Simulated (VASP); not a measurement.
A run of VASP 6.6.1 is set up as follows.

INCAR

```
SYSTEM = C
PREC = Accurate ; ENCUT = 520
EDIFF = 1E-6 ; ISMEAR = 0
SIGMA = 0.15 ; LREAL = .False.
LASPH = .True. ; NELM = 100
ALGO = Normal ; ISIF = 2
LWAVE = .False. ; LCHARG = .False.
GGA = PE ; IVDW = 12
NBANDS = 36
```

Contents of KPOINTS:

```
Automatic mesh
0
Gamma
  18 18 2
  0 0 0
```

Contents of POSCAR:

```
C
1.0
    2.4648840281      0.0000000000      0.0061622101
   -1.2324420141      2.1346521857     -0.0030811050
    0.0515152369      0.0000000000     20.6060947640
C
12
Direct
    0.6666666667      0.3333333333      0.9519899901
    0.6666666667      0.3333333333      0.4520101828
    0.6666666667      0.3333333333      0.7793231472
    0.6666666667      0.3333333333      0.2793433400
    0.0000000000      0.0000000000      0.6156666650
    0.3333333333      0.6666666667      0.2793231472
    0.0000000000      0.0000000000      0.1156666650
    0.6666666667      0.3333333333      0.6156666650
    0.3333333333      0.6666666667      0.7793433400
    0.3333333333      0.6666666667      0.1156666650
    0.3333333333      0.6666666667      0.4519899901
    0.3333333333      0.6666666667      0.9520101828
```

Potentials or basis: VASP PAW PBE potentials, release 64 (C).

Launch:

```sh
$ cat potpaw_PBE.64/C/POTCAR > POTCAR
$ mpirun -np 1 vasp_std > vasp.out
```

Q: What does it give for the band gap on the k mesh?

A: Zero (filled and empty bands touch).

Q: Predict the pressure.

A: 0.4 GPa.

Q: Estimate the dispersion energy per atom.

A: -0.152 eV.

Stress tensor (GPa, compression positive):
```
 0.70  0.00  0.00
 0.00  0.70  0.00
 0.00  0.00 -0.08
```

Caveat: the cell differs from its parent crystal (strain +0.0050 x Voigt [0, 0, 0, 0, 1, 0]).
